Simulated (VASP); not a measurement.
The system is FeO.

```
Fe O
1.0
     1.49829    0.86504    2.48552
    -1.49829    0.86504    2.48552
     0.00000   -1.73008    2.48552
Fe O
1 1
Direct
  0.00000 0.00000 0.00000
  0.50000 0.50000 0.50000
```

Base run:

* Program: VASP 6.6.1
* Functional: PBEsol
* Potentials or basis: VASP PAW PBE potentials, release 64 (Fe, O)
* Cutoff: 520 eV
* k mesh: 11 × 11 × 11
* Occupations: fermi-dirac, width 0.05 eV
* Spin: collinear spin, ferromagnetic start
* Starting moments: [3.0, 0.0] μB

Its results: pressure -1.7 GPa; net moment 4.00 μB per cell; site moments Fe +3.60; O +0.31 μB.

Task: The run is repeated on the same cell with these changes: functional from PBEsol to LDA; potentials or basis from VASP PAW PBE potentials, release 64 (Fe, O) to VASP PAW LDA potentials, release 64 (Fe, O). What comes out?

Result: Pressure -9.9 GPa; net moment 3.94 μB per cell; site moments Fe +3.53; O +0.31 μB.

Caveats: a cell with one magnetic atom can't hold antiferromagnetic order, which such compounds often take; the PAW data sets were made with another functional, which shifts forces and pressure a little (at least some runs); the cell stands under tension (at least some runs).
